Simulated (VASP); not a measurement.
# As in VASP: notebook

As is run at these levels: LDA; tasks: single point.

Program: VASP 6.6.1. These are calculated values, not measurements. Logs are shortened: lines on timing, memory, paths and dates and some standing lists are left out, and cuts for length are marked.

## 1. The cell of the first run

The cell holds a slab with vacuum, 2 atoms: a = 3.350 Å, b = 3.350 Å, c = 28.000 Å, α = 90.00°, β = 90.00°, γ = 120.00°.

## 2. Single point, LDA

Input file INCAR:

```
ALGO = Normal
DIPOL = 0.5 0.5 0.500
EDIFF = 1E-6
ENCUT = 520
GGA = CA
GGA_COMPAT = F
IDIPOL = 3
ISIF = 2
ISMEAR = 0
LASPH = T
LCHARG = F
LDIPOL = T
LREAL = F
LWAVE = F
NBANDS = 22
NELM = 120
NELMDL = -8
PREC = Accurate
SIGMA = 0.02
```

Input file KPOINTS:

```
k-points
0
Gamma
  9 9 1
```

Input file POSCAR:

```
As
1.0
    3.3500000000      0.0000000000      0.0000000000
   -1.6750000000      2.9011851027      0.0000000000
    0.0000000000      0.0000000000     28.0000000000
As
2
Direct
    0.3333333333      0.6666666667      0.5105714286
    0.6666666667      0.3333333333      0.4894285714
```

Potentials or basis: VASP PAW LDA potentials, release 64 (As_d).

Run with:

```
$ cat potpaw_LDA.64/As_d/POTCAR > POTCAR
$ mpirun -np 1 vasp_std > vasp.out
```

OUTCAR:

```text
EDIFF = 1E-6
   ENCUT = 520
   GGA = CA
   ISIF = 2
   ISMEAR = 0
   LASPH = T
   LREAL = F
   NELM = 120
   NELMDL = -8
   PREC = Accurate

 ion  position               nearest neighbor table
   1  0.333  0.667  0.511-   2 2.02   2 2.02   2 2.02
   2  0.667  0.333  0.489-   1 2.02   1 2.02   1 2.02

  LATTYP: Found a hexagonal cell.
 ALAT       =     3.3500000000
 C/A-ratio  =     8.3582089552

  Lattice vectors:

 A1 = (   3.3500000000,   0.0000000000,   0.0000000000)
 A2 = (  -1.6750000000,   2.9011851027,   0.0000000000)
 A3 = (   0.0000000000,   0.0000000000,  28.0000000000)

Analysis of symmetry for initial positions (statically):
=====================================================================
 Subroutine PRICEL returns:
 Original cell was already a primitive cell.

 Routine SETGRP: Setting up the symmetry group for a
 hexagonal supercell.

 Subroutine GETGRP returns: Found 12 space group operations
 (whereof 12 operations were pure point group operations)
 out of a pool of 24 trial point group operations.

The static configuration has the point symmetry D_3d.

Analysis of symmetry for dynamics (positions and initial velocities):
=====================================================================
 Subroutine PRICEL returns:
 Original cell was already a primitive cell.

 Routine SETGRP: Setting up the symmetry group for a
 hexagonal supercell.

 Subroutine GETGRP returns: Found 12 space group operations
 (whereof 12 operations were pure point group operations)
 out of a pool of 24 trial point group operations.

The dynamic configuration has the point symmetry D_3d.

 Subroutine INISYM returns: Found 12 space group operations
 (whereof 12 operations are pure point group operations),
 and found     1 'primitive' translations

----------------------------------------------------------------------------------------

                                     Primitive cell

  volume of cell :     272.1312

  direct lattice vectors                    reciprocal lattice vectors
     3.350000000  0.000000000  0.000000000     0.298507463  0.172343364  0.000000000
    -1.675000000  2.901185103  0.000000000     0.000000000  0.344686728  0.000000000
     0.000000000  0.000000000 28.000000000     0.000000000  0.000000000  0.035714286

  length of vectors
     3.350000000  3.350000000 28.000000000     0.344686728  0.344686728  0.035714286

  position of ions in fractional coordinates (direct lattice)
     0.333333333  0.666666667  0.510571429
     0.666666667  0.333333333  0.489428571

  ion indices of the primitive-cell ions
   primitive index   ion index
                 1           1
                 2           2

----------------------------------------------------------------------------------------

 KPOINTS: k-points

Automatic generation of k-mesh.
 Grid dimensions read from file:
 generate k-points for:    9    9    1

 Generating k-lattice:

  Cartesian coordinates                     Fractional coordinates (reciprocal lattice)
     0.033167496  0.019149263  0.000000000     0.111111111 -0.000000000  0.000000000
     0.000000000  0.038298525  0.000000000     0.000000000  0.111111111  0.000000000
     0.000000000  0.000000000  0.035714286     0.000000000  0.000000000  1.000000000

  Length of vectors
     0.038298525  0.038298525  0.035714286

  Shift w.r.t. Gamma in fractional coordinates (k-lattice)
     0.000000000  0.000000000  0.000000000

 Subroutine IBZKPT returns following result:
 ===========================================

 Found     12 irreducible k-points:

 Following reciprocal coordinates:
            Coordinates               Weight
  0.000000  0.000000  0.000000      1.000000
  0.111111  0.000000  0.000000      6.000000
  0.222222  0.000000  0.000000      6.000000
  0.333333  0.000000  0.000000      6.000000
  0.444444  0.000000  0.000000      6.000000
  0.111111  0.111111  0.000000      6.000000
  0.222222  0.111111  0.000000     12.000000
  0.333333  0.111111  0.000000     12.000000
  0.444444  0.111111  0.000000      6.000000
  0.222222  0.222222  0.000000      6.000000
  0.333333  0.222222  0.000000     12.000000
  0.333333  0.333333  0.000000      2.000000
   k-points           NKPTS =     12   k-points in BZ     NKDIM =     12   number of bands    NBANDS=     22
   number of dos      NEDOS =    301   number of ions     NIONS =      2
   total plane-waves  NPLWV = 164640
   dimension x,y,z NGX =    28 NGY =   28 NGZ =  210
   dimension x,y,z NGXF=    56 NGYF=   56 NGZF=  420
   ions per type =               2
   NGX,Y,Z   is equivalent  to a cutoff of  13.90, 13.90, 12.47 a.u.
   NGXF,Y,Z  is equivalent  to a cutoff of  27.79, 27.79, 24.94 a.u.
 SYSTEM =  unknown system
   PREC   = accura    normal or accurate (medium, high low for compatibility)
   ISTART =      0    job   : 0-new  1-cont  2-samecut
   ICHARG =      2    charge: 1-file 2-atom 10-const
   ISPIN  =      1    spin polarized calculation?
   LNONCOLLINEAR =      F non collinear calculations
   LSORBIT =      F    spin-orbit coupling
   LASPH  =      T    aspherical Exc in radial PAW
   ENCUT  =  520.0 eV  38.22 Ry    6.18 a.u.   6.23  6.23 52.06*2*pi/ulx,y,z
   NELM   =    120;   NELMIN=  2; NELMDL= -8     # of ELM steps
   EDIFF  = 0.1E-05   stopping-criterion for ELM
   LREAL  =      F    real-space projection
   EDIFFG = 0.1E-04   stopping-criterion for IOM
   NSW    =      0    number of steps for IOM
   IBRION =     -1    ionic relax: 0-MD 1-quasi-New 2-CG
   NFREE  =      0    steps in history (QN), initial steepest desc. (CG)
   ISIF   =      2    stress and relaxation
   ISYM   =      2    0-nonsym 1-usesym 2-fastsym
   POTIM  = 0.5000    time-step for ionic-motion
   TEBEG  =    0.0;   TEEND  =   0.0 temperature during run
   PSTRESS=    0.0 pullay stress
   NELECT =      30.0000    total number of electrons
   NUPDOWN=      -1.0000    fix difference up-down
   EMIN   =  10.00;   EMAX   =-10.00  energy-range for DOS
   EFERMI =   0.00;   METHOD = LEGACY
   ISMEAR =     0;   SIGMA  =   0.02  broadening in eV -4-tet -1-fermi 0-gaus
   EFERMI_NEDOS =   21; number of points for ismear=-14 and -15
   IALGO  =     38    algorithm
   IMIX   =      4    mixing-type and parameters
     AMIX     =   0.40;   BMIX     =  1.00
     AMIX_MAG =   1.60;   BMIX_MAG =  1.00
  volume/ion in A,a.u.               =     136.07       918.22
  Fermi-wavevector in a.u.,A,eV,Ry     =   0.784975  1.483388  8.383716  0.616186
  Thomas-Fermi vector in A             =   1.889217
   LORBIT       =      0    0 simple, 1 ext, 2 COOP (PROOUT), +10 PAW based schemes
   GGA     = CA    functional components
   LHFCALC =     F    Hartree Fock is set to
   AEXX    =    0.0000 exact exchange contribution
   IVDW    =     0    specifies the selected vdW correction
   LEPSILON=     F    determine dielectric tensor
   LRPA    =     F    only Hartree local field effects (RPA)
 non-spin polarized calculation
 Gauss-broadening in eV      SIGMA  =   0.02
  energy-cutoff  :      520.00
  volume of cell :      272.13
 maximum number of plane-waves:      7365
 NGX is ok and might be reduce to    28
   NGX = 13   NGY = 13   NGZ =105

 number of electron      30.0000003 magnetization

 dipolmoment           0.000000      0.000000     -0.000000 electrons x Angstroem

 Free energy of the ion-electron system (eV)
  ---------------------------------------------------
  ext. energy  EPLUGINS =         0.00000000
  ---------------------------------------------------
  free energy    TOTEN  =        -5.26286738 eV

  energy without entropy =       -5.26286738  energy(sigma->0) =       -5.26286738

 E-fermi :  -2.6402     XC(G=0):  -1.9663

 val. band max:       -2.7279025797   @ k =   0.2222   0.1111   0.0000
 cond. band min:      -2.5511913494   @ k =   0.4444   0.1111   0.0000
 fundamental gap:      0.1767112303
 Fermi energy:        -2.6401902589

 k-point     1 :       0.0000    0.0000    0.0000
  band No.  band energies     occupation
      1     -40.5099      2.00000
      2     -40.5099      2.00000
      3     -40.3161      2.00000
      4     -40.3161      2.00000
      5     -40.0692      2.00000
      6     -39.9267      2.00000
[... 14 lines left out ...]
     21       1.5766      0.00000
     22       1.6503      0.00000

 k-point     2 :       0.1111    0.0000    0.0000
  band No.  band energies     occupation
      1     -40.5279      2.00000
      2     -40.5177      2.00000
      3     -40.2945      2.00000
      4     -40.2886      2.00000
      5     -40.0951      2.00000
      6     -39.9422      2.00000
[... 14 lines left out ...]
     21       1.7302      0.00000
     22       1.8697      0.00000

 k-point     3 :       0.2222    0.0000    0.0000
  band No.  band energies     occupation
      1     -40.5604      2.00000
      2     -40.5286      2.00000
      3     -40.2467      2.00000
      4     -40.2321      2.00000
      5     -40.1551      2.00000
      6     -39.9707      2.00000
[... 14 lines left out ...]
     21       2.3243      0.00000
     22       2.5320      0.00000

 k-point     4 :       0.3333    0.0000    0.0000
  band No.  band energies     occupation
      1     -40.5863      2.00000
      2     -40.5295      2.00000
      3     -40.2240      2.00000
      4     -40.1952      2.00000
      5     -40.1792      2.00000
      6     -39.9920      2.00000
[... 14 lines left out ...]
     21       3.5740      0.00000
     22       3.6869      0.00000

 k-point     5 :       0.4444    0.0000    0.0000
  band No.  band energies     occupation
      1     -40.5996      2.00000
      2     -40.5235      2.00000
      3     -40.2671      2.00000
      4     -40.1670      2.00000
      5     -40.1490      2.00000
      6     -40.0025      2.00000
[... 117 lines left out ...]
 k-point    10 :       0.2222    0.2222    0.0000
  band No.  band energies     occupation
      1     -40.6362      2.00000
      2     -40.4668      2.00000
      3     -40.2489      2.00000
      4     -40.1691      2.00000
      5     -40.1653      2.00000
      6     -40.0484      2.00000
[... 14 lines left out ...]
     21       3.9275      0.00000
     22       4.3074      0.00000

 k-point    11 :       0.3333    0.2222    0.0000
  band No.  band energies     occupation
      1     -40.6595      2.00000
      2     -40.4230      2.00000
      3     -40.2962      2.00000
      4     -40.1453      2.00000
      5     -40.1366      2.00000
      6     -40.0712      2.00000
[... 14 lines left out ...]
     21       5.0067      0.00000
     22       5.4671      0.00000

 k-point    12 :       0.3333    0.3333    0.0000
  band No.  band energies     occupation
      1     -40.6738      2.00000
      2     -40.3530      2.00000
      3     -40.3530      2.00000
      4     -40.1269      2.00000
      5     -40.1269      2.00000
      6     -40.0974      2.00000
[... 14 lines left out ...]
     21       3.9888      0.00000
     22       5.6792      0.00000

------------------------ aborting loop because EDIFF is reached ----------------------------------------

 vacuum level on the upper side and lower side of the slab       (xc-potential included)        -0.007        -0.007

  FORCE on cell =-STRESS in cart. coord.  units (eV):
  Direction    XX          YY          ZZ          XY          YZ          ZX
  --------------------------------------------------------------------------------------
  -------------------------------------------------------------------------------------
  Total       22.8283824     22.8283824      5.0528074      0.0000000      0.0000000      0.0000000
  in kB      134.4025301    134.4025301     29.7484983      0.0000000      0.0000000      0.0000000
  external PRESSURE =      99.5178528 kB  Pullay stress =       0.0000000 kB

 VOLUME and BASIS-vectors are now :
 -----------------------------------------------------------------------------
  energy-cutoff  :      520.00
  volume of cell :      272.13
      direct lattice vectors                 reciprocal lattice vectors
     3.350000000  0.000000000  0.000000000     0.298507463  0.172343364  0.000000000
    -1.675000000  2.901185103  0.000000000     0.000000000  0.344686728  0.000000000
     0.000000000  0.000000000 28.000000000     0.000000000  0.000000000  0.035714286

 POSITION                                       TOTAL-FORCE (eV/Angst)
 -----------------------------------------------------------------------------------
     -0.00000      1.93412     14.29600         0.000000      0.000000      8.529639
      1.67500      0.96706     13.70400        -0.000000     -0.000000     -8.529639
 -----------------------------------------------------------------------------------
    total drift:                                0.000000      0.000000      0.000000

  FREE ENERGIE OF THE ION-ELECTRON SYSTEM (eV)
  ---------------------------------------------------
  free  energy   TOTEN  =        -5.2628673845 eV

  energy  without entropy=       -5.2628673845  energy(sigma->0) =       -5.26286738

 vacuum level on the upper side and lower side of the slab         1.283         1.283
```

It took 83 s on 1 thread of Intel Xeon 6975P-C (Granite Rapids), shared host; peak memory 0.31 GiB.

Results:

```
Free energy            : -5.2629 eV
Largest force          : 8.530 eV/Å
Band gap on the k mesh : zero (band 15 reaches -2.28 eV, above the bottom of band 16 at -3.78 eV)
```

Forces on the atoms (eV/Å):
```
As   0.000  0.000  8.530
As   0.000  0.000 -8.530
```

Levels at points of the mesh, in eV from the Fermi level:
| k point | band 13 | band 14 | band 15 | band 16 | band 17 | band 18 |
| --- | --- | --- | --- | --- | --- | --- |
| (0.00, 0.00, 0.00) | -4.39 | -4.39 | -0.14 | 0.16 | 1.50 | 1.50 |

## 3. Single point, LDA

This run uses another cell than the first one, of 131.55 Å³/atom, 0.967 times its volume.

Input file INCAR:

```
PREC = Accurate
ENCUT = 520
EDIFF = 1E-6
ISMEAR = 0
SIGMA = 0.02
LREAL = False
LASPH = True
NELM = 120
ALGO = Normal
ISIF = 2
LWAVE = False
LCHARG = False
LDIPOL = True
IDIPOL = 3
DIPOL = 0.5 0.5 0.500
GGA = CA
NBANDS = 22
GGA_COMPAT = False
NELMDL = -8
```

Input file KPOINTS:

```
Automatic mesh
0
Gamma
  9 9 1
```

Input file POSCAR:

```
As
1.0
    3.2940000000      0.0000000000      0.0000000000
   -1.6470000000      2.8526876801      0.0000000000
    0.0000000000      0.0000000000     28.0000000000
As
2
Direct
    0.3333333333      0.6666666667      0.5317142857
    0.6666666667      0.3333333333      0.4682857143
```

Potentials or basis: VASP PAW LDA potentials, release 64 (As_d).

Run with:

```
$ cat potpaw_LDA.64/As_d/POTCAR > POTCAR
$ mpirun -np 1 vasp_std > vasp.out
```

Run time: 97 s. Hardware: 1 thread of Intel Xeon Platinum 8488C (Sapphire Rapids), shared host; peak memory 0.28 GiB.

It converged, with:

| Item | Value |
| --- | --- |
| Free energy | -9.7790 eV |
| Largest force | 2.689 eV/Å |
| Band gap on the k mesh | zero (band 15 reaches -1.65 eV, above the bottom of band 16 at -3.43 eV) |

Forces on the atoms (eV/Å):
```
As   0.000  0.000 -2.689
As   0.000  0.000  2.689
```

Levels at points of the mesh, in eV from the Fermi level:
```
           k point  band 11  band 12  band 13  band 14  band 15  band 16  band 17  band 18  band 19  band 20
(0.00, 0.00, 0.00)   -14.57    -9.80    -3.26     1.25     1.25     1.92     3.67     3.67     3.83     4.23
```

## 4. Single point, LDA

Input file INCAR:

```
ALGO = Normal ; DIPOL = 0.5 0.5 0.500
EDIFF = 1E-6 ; ENCUT = 520
GGA = CA ; GGA_COMPAT = False
IDIPOL = 3 ; ISIF = 2
ISMEAR = 0 ; LASPH = True
LCHARG = True ; LDIPOL = True
LELF = True ; LREAL = False
LVACPOTAV = True ; LVHAR = True
LWAVE = False ; NBANDS = 22
NELM = 120 ; NELMDL = -8
PREC = Accurate ; SIGMA = 0.02
```

Input file KPOINTS:

```
k-points
0
Gamma
  9 9 1
```

Input file POSCAR:

```
As
1.0
    3.3500000000      0.0000000000      0.0000000000
   -1.6750000000      2.9011851027      0.0000000000
    0.0000000000      0.0000000000     28.0000000000
As
2
Direct
    0.3333333333      0.6666666667      0.5211428571
    0.6666666667      0.3333333333      0.4788571429
```

Run with:

```
$ cat potpaw_LDA.64/As_d/POTCAR > POTCAR
$ mpirun -np 1 vasp_std > vasp.out
```

Wall time 64 s (1 thread of Intel Xeon 6975P-C (Granite Rapids), shared host); peak memory 0.31 GiB.

It converged, with:

```
Free energy            : -9.8256 eV
Largest force          : 4.337 eV/Å
Band gap on the k mesh : 1.64 eV, indirect (least direct gap 1.99 eV)
```

Forces on the atoms (eV/Å):
```
As   0.000  0.000  4.337
As   0.000  0.000 -4.337
```

Levels at points of the mesh, in eV from the valence-band top:
| k point | band 12 | band 13 | band 14 | band 15 | band 16 | band 17 | band 18 | band 19 |
| --- | --- | --- | --- | --- | --- | --- | --- | --- |
| (0.00, 0.00, 0.00) | -7.00 | -0.37 | -0.37 | -0.37 | 2.78 | 4.00 | 4.00 | 5.16 |
